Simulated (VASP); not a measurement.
A run of VASP 6.6.1 is set up as follows.

File INCAR:

```
SYSTEM = ZnCl3
  PREC = Accurate
  ENCUT = 600
  EDIFF = 1E-7
  ISMEAR = 0
  SIGMA = 0.1
  LREAL = .FALSE.
  LASPH = .TRUE.
  NELM = 80
  ALGO = Normal
  ISIF = 3
  LWAVE = .FALSE.
  LCHARG = .FALSE.
  GGA = PE
  IBRION = 2
  NSW = 100
  EDIFFG = -0.01
```

Contents of KPOINTS:

```
regular mesh
0
G
  12 12 12
  0 0 0
```

POSCAR

```
ZnCl3
1.0
    0.0000000000      3.4157741403      3.4157741403
    3.4157741403      0.0000000000      3.4157741403
    3.4157741403      3.4157741403      0.0000000000
Zn Cl
1 3
Direct
    0.0000000000      0.0000000000      0.0000000000
    0.2500000000      0.2500000000      0.2500000000
    0.7500000000      0.7500000000      0.7500000000
    0.5000000000      0.5000000000      0.5000000000
```

Potentials or basis: VASP PAW PBE potentials, release 64 (Zn, Cl).

The run is started by

```bash
$ cat potpaw_PBE.64/Zn/POTCAR potpaw_PBE.64/Cl/POTCAR > POTCAR
$ mpirun -np 1 vasp_std > vasp.out
```

(1) What does it give for the relaxed cell?

(2) Estimate the relaxed volume.

Results:

(1) a = 4.826 Å, b = 4.826 Å, c = 4.826 Å, α = 60.00°, β = 60.00°, γ = 60.00°.

(2) 19.87 Å³/atom.

Caveat: an odd number of electrons without spin polarisation forces a metal; a magnetic or distorted state may lie lower.
